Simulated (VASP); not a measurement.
# CaO (I4/mmm) in VASP: further runs

CaO is run at these levels: PBEsol; tasks: single point.

Program: VASP 6.6.1. These are calculated values, not measurements. Logs are shortened: lines on timing, memory, paths and dates and some standing lists are left out, and cuts for length are marked.

**1. The cell of the first run**

The structure is tetragonal, space group I4/mmm (No. 139). Conventional cell: a = 3.354 Å, b = 3.354 Å, c = 4.780 Å, α = 90.00°, β = 90.00°, γ = 90.00°. Ca (site symmetry 4/mmm) has 6 O at 2.37 to 2.39 Å within 3.1 Å. Within 3.1 Å of O (site symmetry 4/mmm) lie 6 Ca at 2.37 to 2.39 Å.

**2. Single point, PBEsol (film at in-plane strain -0.005)**

Contents of INCAR:

```
SYSTEM = CaO
ALGO = Normal
EDIFF = 1E-6
ENCUT = 520
GGA = PS
ISIF = 2
ISMEAR = 0
LASPH = .True.
LCHARG = .True.
LELF = .True.
LREAL = .False.
LVHAR = .True.
LWAVE = .False.
NBANDS = 15
NELM = 100
PREC = Accurate
SIGMA = 0.01
```

Contents of KPOINTS:

```
k-points
0
Gamma
  8 8 8
  0 0 0
```

Contents of POSCAR:

```
CaO
1.0
    2.3716583792      2.3716583792      0.0000000000
   -2.3716583792      2.3716583792      0.0000000000
    0.0000000000      2.3716583792      2.3900163418
Ca O
1 1
Direct
    0.0000000000      0.0000000000      0.0000000000
    0.5000000000      0.5000000000      0.0000000000
```

Potentials or basis: VASP PAW PBE potentials, release 64 (Ca_sv, O).

The run is started by

```console
cat potpaw_PBE.64/Ca_sv/POTCAR potpaw_PBE.64/O/POTCAR > POTCAR
mpirun -np 1 vasp_std > vasp.out
```

OUTCAR:

```text
SYSTEM = CaO
   EDIFF = 1E-6
   ENCUT = 520
   GGA = PS
   ISIF = 2
   ISMEAR = 0
   LASPH = .True.
   LREAL = .False.
   NELM = 100
   PREC = Accurate

 ion  position               nearest neighbor table
   1  0.000  0.000  0.000-   2 2.37   2 2.37   2 2.37   2 2.37   2 2.39   2 2.39
   2  0.500  0.500  0.000-   1 2.37   1 2.37   1 2.37   1 2.37   1 2.39   1 2.39

  LATTYP: Found a body centered tetragonal cell.
 ALAT       =     3.3540314452
 C/A-ratio  =     1.4251603665

  Lattice vectors:

 A1 = (   2.3716583792,   0.0000000000,  -2.3900163418)
 A2 = (  -2.3716583792,   0.0000000000,  -2.3900163418)
 A3 = (   0.0000000000,   2.3716583792,   2.3900163418)

Analysis of symmetry for initial positions (statically):
=====================================================================
 Subroutine PRICEL returns:
 Original cell was already a primitive cell.

 Routine SETGRP: Setting up the symmetry group for a
 body centered tetragonal supercell.

 Subroutine GETGRP returns: Found 16 space group operations
 (whereof 16 operations were pure point group operations)
 out of a pool of 16 trial point group operations.

The static configuration has the point symmetry D_4h.

Analysis of symmetry for dynamics (positions and initial velocities):
=====================================================================
 Subroutine PRICEL returns:
 Original cell was already a primitive cell.

 Routine SETGRP: Setting up the symmetry group for a
 body centered tetragonal supercell.

 Subroutine GETGRP returns: Found 16 space group operations
 (whereof 16 operations were pure point group operations)
 out of a pool of 16 trial point group operations.

The dynamic configuration has the point symmetry D_4h.

 Subroutine INISYM returns: Found 16 space group operations
 (whereof 16 operations are pure point group operations),
 and found     1 'primitive' translations

----------------------------------------------------------------------------------------

                                     Primitive cell

  volume of cell :      26.8866

  direct lattice vectors                    reciprocal lattice vectors
     2.371658379  2.371658379  0.000000000     0.210822943  0.210822943 -0.209203590
    -2.371658379  2.371658379  0.000000000    -0.210822943  0.210822943 -0.209203590
     0.000000000  2.371658379  2.390016342     0.000000000  0.000000000  0.418407181

  length of vectors
     3.354031445  3.354031445  3.367037508     0.364223515  0.364223515  0.418407181

  position of ions in fractional coordinates (direct lattice)
     0.000000000  0.000000000  0.000000000
     0.500000000  0.500000000  0.000000000

  ion indices of the primitive-cell ions
   primitive index   ion index
                 1           1
                 2           2

----------------------------------------------------------------------------------------

 KPOINTS: k-points

Automatic generation of k-mesh.
 Grid dimensions read from file:
 generate k-points for:    8    8    8

 Generating k-lattice:

  Cartesian coordinates                     Fractional coordinates (reciprocal lattice)
     0.026352868  0.026352868 -0.026150449     0.125000000  0.000000000  0.000000000
    -0.026352868  0.026352868 -0.026150449     0.000000000  0.125000000  0.000000000
     0.000000000  0.000000000  0.052300898     0.000000000  0.000000000  0.125000000

  Length of vectors
     0.045527939  0.045527939  0.052300898

  Shift w.r.t. Gamma in fractional coordinates (k-lattice)
     0.000000000  0.000000000  0.000000000

 Subroutine IBZKPT returns following result:
 ===========================================

 Found     59 irreducible k-points:

 Following reciprocal coordinates:
            Coordinates               Weight
  0.000000  0.000000  0.000000      1.000000
  0.125000  0.000000 -0.000000      8.000000
  0.250000  0.000000 -0.000000      8.000000
  0.375000  0.000000 -0.000000      8.000000
  0.500000  0.000000 -0.000000      4.000000
  0.125000  0.125000 -0.000000      8.000000
[... 16 lines left out ...]
  0.250000  0.000000  0.125000      4.000000
  0.375000  0.000000  0.125000      8.000000
 [... further k-points ...]
   k-points           NKPTS =     59   k-points in BZ     NKDIM =     59   number of bands    NBANDS=     15
   number of dos      NEDOS =    301   number of ions     NIONS =      2
   total plane-waves  NPLWV =  21952
   dimension x,y,z NGX =    28 NGY =   28 NGZ =   28
   dimension x,y,z NGXF=    56 NGYF=   56 NGZF=   56
   ions per type =               1   1
   NGX,Y,Z   is equivalent  to a cutoff of  13.88, 13.88, 13.82 a.u.
   NGXF,Y,Z  is equivalent  to a cutoff of  27.76, 27.76, 27.65 a.u.
 SYSTEM =  CaO
   PREC   = accura    normal or accurate (medium, high low for compatibility)
   ISTART =      0    job   : 0-new  1-cont  2-samecut
   ICHARG =      2    charge: 1-file 2-atom 10-const
   ISPIN  =      1    spin polarized calculation?
   LNONCOLLINEAR =      F non collinear calculations
   LSORBIT =      F    spin-orbit coupling
   LASPH  =      T    aspherical Exc in radial PAW
   ENCUT  =  520.0 eV  38.22 Ry    6.18 a.u.   6.24  6.24  6.26*2*pi/ulx,y,z
   NELM   =    100;   NELMIN=  2; NELMDL= -5     # of ELM steps
   EDIFF  = 0.1E-05   stopping-criterion for ELM
   LREAL  =      F    real-space projection
   EDIFFG = 0.1E-04   stopping-criterion for IOM
   NSW    =      0    number of steps for IOM
   IBRION =     -1    ionic relax: 0-MD 1-quasi-New 2-CG
   NFREE  =      0    steps in history (QN), initial steepest desc. (CG)
   ISIF   =      2    stress and relaxation
   ISYM   =      2    0-nonsym 1-usesym 2-fastsym
   POTIM  = 0.5000    time-step for ionic-motion
   TEBEG  =    0.0;   TEEND  =   0.0 temperature during run
   PSTRESS=    0.0 pullay stress
   NELECT =      16.0000    total number of electrons
   NUPDOWN=      -1.0000    fix difference up-down
   EMIN   =  10.00;   EMAX   =-10.00  energy-range for DOS
   EFERMI =   0.00;   METHOD = LEGACY
   ISMEAR =     0;   SIGMA  =   0.01  broadening in eV -4-tet -1-fermi 0-gaus
   EFERMI_NEDOS =   21; number of points for ismear=-14 and -15
   IALGO  =     38    algorithm
   IMIX   =      4    mixing-type and parameters
     AMIX     =   0.40;   BMIX     =  1.00
     AMIX_MAG =   1.60;   BMIX_MAG =  1.00
  volume/ion in A,a.u.               =      13.44        90.72
  Fermi-wavevector in a.u.,A,eV,Ry     =   1.377008  2.602168 25.798699  1.896151
  Thomas-Fermi vector in A             =   2.502201
   LORBIT       =      0    0 simple, 1 ext, 2 COOP (PROOUT), +10 PAW based schemes
   GGA     = PS    functional components
   LHFCALC =     F    Hartree Fock is set to
   AEXX    =    0.0000 exact exchange contribution
   IVDW    =     0    specifies the selected vdW correction
   LEPSILON=     F    determine dielectric tensor
   LRPA    =     F    only Hartree local field effects (RPA)
 non-spin polarized calculation
 Gauss-broadening in eV      SIGMA  =   0.01
  energy-cutoff  :      520.00
  volume of cell :       26.89
 maximum number of plane-waves:       740
 NGX is ok and might be reduce to    28
   NGX = 13   NGY = 13   NGZ = 13

 number of electron      15.9999997 magnetization

 Free energy of the ion-electron system (eV)
  ---------------------------------------------------
  ext. energy  EPLUGINS =         0.00000000
  ---------------------------------------------------
  free energy    TOTEN  =       -13.40860226 eV

  energy without entropy =      -13.40860226  energy(sigma->0) =      -13.40860226

 E-fermi :   2.4710     XC(G=0): -10.8955

 val. band max:        2.3864841000   @ k =   0.0000   0.0000   0.0000
 cond. band min:       5.8880716740   @ k =   0.5000   0.5000  -0.0000
 fundamental gap:      3.5015875740
 Fermi energy:         2.4710322372

 k-point     1 :       0.0000    0.0000    0.0000
  band No.  band energies     occupation
      1     -34.8805      2.00000
      2     -15.6992      2.00000
      3     -15.6949      2.00000
      4     -15.6949      2.00000
      5     -13.1278      2.00000
      6       2.3648      2.00000
      7       2.3865      2.00000
      8       2.3865      2.00000
      9       7.2006      0.00000
     10       8.6079      0.00000
     11       8.6641      0.00000
     12       8.6641      0.00000
     13      10.2055      0.00000
     14      10.2759      0.00000
     15      17.4039      0.00000

 k-point     2 :       0.1250    0.0000   -0.0000
  band No.  band energies     occupation
      1     -34.8627      2.00000
      2     -15.9583      2.00000
      3     -15.7074      2.00000
      4     -15.7031      2.00000
      5     -12.8567      2.00000
      6       1.8183      2.00000
      7       2.1464      2.00000
      8       2.1583      2.00000
      9       7.8985      0.00000
     10       8.5994      0.00000
     11       8.9114      0.00000
     12       8.9416      0.00000
     13      10.5976      0.00000
     14      10.6721      0.00000
     15      18.0552      0.00000

 k-point     3 :       0.2500    0.0000   -0.0000
  band No.  band energies     occupation
      1     -34.8192      2.00000
      2     -16.4572      2.00000
      3     -15.7305      2.00000
      4     -15.7227      2.00000
      5     -12.3342      2.00000
      6       0.7690      2.00000
      7       1.6657      2.00000
      8       1.6725      2.00000
      9       8.6669      0.00000
     10       9.3842      0.00000
     11       9.6561      0.00000
     12       9.6721      0.00000
     13      11.5388      0.00000
     14      11.6213      0.00000
     15      18.5499      0.00000

 k-point     4 :       0.3750    0.0000   -0.0000
  band No.  band energies     occupation
      1     -34.7752      2.00000
      2     -16.8577      2.00000
      3     -15.7533      2.00000
      4     -15.7421      2.00000
      5     -11.9061      2.00000
      6      -0.0768      2.00000
      7       1.2507      2.00000
      8       1.2528      2.00000
      9       9.1619      0.00000
     10      10.5230      0.00000
     11      10.5243      0.00000
     12      10.5902      0.00000
     13      12.5655      0.00000
     14      12.6518      0.00000
     15      17.5235      0.00000
[... 307 lines left out ...]
 k-point    22 :       0.0000    0.0000    0.1250
  band No.  band energies     occupation
      1     -34.8572      2.00000
      2     -15.9599      2.00000
      3     -15.7326      2.00000
      4     -15.7326      2.00000
      5     -12.8253      2.00000
      6       1.4937      2.00000
      7       2.2664      2.00000
      8       2.2664      2.00000
      9       7.9911      0.00000
     10       8.0543      0.00000
     11       9.2595      0.00000
     12       9.2595      0.00000
     13      10.4343      0.00000
     14      11.0325      0.00000
     15      18.3032      0.00000

 k-point    23 :       0.2500    0.0000    0.1250
  band No.  band energies     occupation
      1     -34.8361      2.00000
      2     -16.2348      2.00000
      3     -15.7794      2.00000
      4     -15.6964      2.00000
      5     -12.5412      2.00000
      6       1.1383      2.00000
      7       1.7589      2.00000
      8       2.0724      2.00000
      9       8.4213      0.00000
     10       8.6216      0.00000
     11       9.1497      0.00000
     12       9.7363      0.00000
     13      10.9861      0.00000
     14      11.5003      0.00000
     15      18.7055      0.00000

 k-point    24 :       0.3750    0.0000    0.1250
  band No.  band energies     occupation
      1     -34.7926      2.00000
      2     -16.6079      2.00000
      3     -15.8421      2.00000
      4     -15.7163      2.00000
      5     -12.1477      2.00000
      6       0.3814      2.00000
      7       1.3496      2.00000
      8       1.6679      2.00000
      9       8.6118      0.00000
     10       9.7060      0.00000
     11       9.8209      0.00000
     12      10.5954      0.00000
     13      12.0292      0.00000
     14      12.4645      0.00000
     15      18.3892      0.00000

 [... further k-points ...]
[... 5 lines left out ...]
  --------------------------------------------------------------------------------------
  -------------------------------------------------------------------------------------
  Total        0.3313503      0.3313503      0.0968460      0.0000000      0.0000000      0.0000000
  in kB       19.7452607     19.7452607      5.7710815      0.0000000      0.0000000      0.0000000
  external PRESSURE =      15.0872010 kB  Pullay stress =       0.0000000 kB

 VOLUME and BASIS-vectors are now :
 -----------------------------------------------------------------------------
  energy-cutoff  :      520.00
  volume of cell :       26.89
      direct lattice vectors                 reciprocal lattice vectors
     2.371658379  2.371658379  0.000000000     0.210822943  0.210822943 -0.209203590
    -2.371658379  2.371658379  0.000000000    -0.210822943  0.210822943 -0.209203590
     0.000000000  2.371658379  2.390016342     0.000000000  0.000000000  0.418407181

 POSITION                                       TOTAL-FORCE (eV/Angst)
 -----------------------------------------------------------------------------------
      0.00000      0.00000      0.00000        -0.000000      0.000000      0.000000
      0.00000      2.37166      0.00000         0.000000     -0.000000      0.000000
 -----------------------------------------------------------------------------------
    total drift:                               -0.000000      0.000000     -0.000000

  FREE ENERGIE OF THE ION-ELECTRON SYSTEM (eV)
  ---------------------------------------------------
  free  energy   TOTEN  =       -13.4086022561 eV

  energy  without entropy=      -13.4086022561  energy(sigma->0) =      -13.40860226
```

It took 14 s on 1 thread of Intel Xeon Platinum 8559C (Emerald Rapids), shared host; peak memory 0.17 GiB.

Results:

```yaml
Free_energy: -13.4086 eV
Pressure: 1.5 GPa
Band_gap_on_the_k_mesh: 3.50 eV, indirect (least direct gap 3.88 eV)
```

Stress tensor (GPa, compression positive):
```
1.97 0.00 0.00
0.00 1.97 0.00
0.00 0.00 0.58
```

Caveat: the cell differs from its parent crystal (film at in-plane strain -0.005); the PAW data sets were made with another functional, which shifts forces and pressure a little. A k mesh can miss the band edges.

**3. Single point, PBEsol (in-plane strain +0.005, then relaxed in part)**

Contents of INCAR:

```
ALGO     = Normal         # electronic algorithm
EDIFF    = 1E-6           # SCF threshold, eV
ENCUT    = 520            # plane-wave cutoff, eV
GGA      = PS             # functional
ISIF     = 2              # what is computed and relaxed
ISMEAR   = 0              # smearing method
LASPH    = True           # aspherical terms in the spheres
LCHARG   = True           # write CHGCAR
LELF     = True           # ELF
LREAL    = False          # projectors in reciprocal space
LVHAR    = True         
LWAVE    = False          # write WAVECAR
NBANDS   = 15             # bands
NELM     = 80             # most SCF steps
PREC     = Accurate       # precision mode
SIGMA    = 0.01           # smearing width, eV
```

Contents of KPOINTS:

```
k-points
0
Gamma
  8 8 8
```

Contents of POSCAR:

```
CaO
1.0
    2.3954941418      2.3954941418      0.0000000000
   -2.3954941418      2.3954941418      0.0000000000
    0.0000000000      2.3954941418      2.3771353024
Ca O
1 1
Direct
    0.0000000000      0.0000000000      0.0000000000
    0.5000000000      0.5000000000      0.0000000000
```

Potentials or basis: VASP PAW PBE potentials, release 64 (Ca_sv, O).

The run is started by

```console
cat potpaw_PBE.64/Ca_sv/POTCAR potpaw_PBE.64/O/POTCAR > POTCAR
mpirun -np 1 vasp_std > vasp.out
```

Wall time 13 s (1 thread of Intel Xeon Platinum 8559C (Emerald Rapids), shared host); peak memory 0.16 GiB.

The run converged. Its results:

* Free energy: -13.4107 eV
* Pressure: -0.2 GPa
* Band gap on the k mesh: 3.49 eV, indirect (least direct gap 3.89 eV)

Stress tensor (GPa, compression positive):
```
-0.66  0.00  0.00
 0.00 -0.66  0.00
 0.00  0.00  0.66
```

Levels at points of the mesh, in eV from the valence-band top:
```
           k point  band 4  band 5  band 6  band 7  band 8  band 9  band 10  band 11  band 12  band 13
(0.00, 0.00, 0.00)  -18.16  -15.49   -0.02   -0.02    0.00    4.69     6.20     6.20     6.26     7.75
(0.50, 0.00, 0.00)  -18.21  -14.18   -2.75   -1.27   -1.27    7.08     8.45     8.45     8.46    10.57
(0.50, 0.50, 0.00)  -18.40  -15.25   -1.34   -0.39   -0.37    3.52     8.15     9.01     9.67     9.72
(0.00, 0.00, 0.50)  -18.42  -15.25   -1.29   -0.40   -0.40    3.49     8.17     9.01     9.70     9.70
```

Caveat: the cell differs from its parent crystal (in-plane strain +0.005, then relaxed in part); the PAW data sets were made with another functional, which shifts forces and pressure a little. A k mesh can miss the band edges.
